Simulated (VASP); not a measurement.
A run of VASP 6.6.1:

File INCAR:

```
SYSTEM = ScZn
PREC = Accurate ; ENCUT = 520
EDIFF = 1E-6 ; ISMEAR = -1
SIGMA = 0.03 ; LREAL = .False.
LASPH = .True. ; NELM = 60
ALGO = Normal ; ISIF = 2
LWAVE = .False. ; LCHARG = .True.
GGA = PS ; LELF = .True.
LVHAR = .True. ; NBANDS = 18
```

KPOINTS

```
Automatic mesh
0
Gamma
  10 10 10
  0 0 0
```

Contents of POSCAR:

```
ScZn
1.0
    3.3500000000      0.0000000000      0.0000000000
    0.0000000000      3.3500000000      0.0000000000
    0.0000000000      0.0000000000      3.3500000000
Sc Zn
1 1
Direct
    0.0000000000      0.0000000000      0.0000000000
    0.5000000000      0.5000000000      0.5000000000
```

Potentials or basis: VASP PAW PBE potentials, release 64 (Sc_sv, Zn).

Launch:

```sh
$ cat potpaw_PBE.64/Sc_sv/POTCAR potpaw_PBE.64/Zn/POTCAR > POTCAR
$ mpirun -np 1 vasp_std > vasp.out
```

Hardware: 1 thread of Intel Xeon 8259CL (shared host).

Problem. Estimate the wall time of this run.

Solution. It took 65 s on 1 thread of Intel Xeon 8259CL, with other jobs on the host, peak memory 0.18 GiB. Counts: scf iterations 13, k points 56.
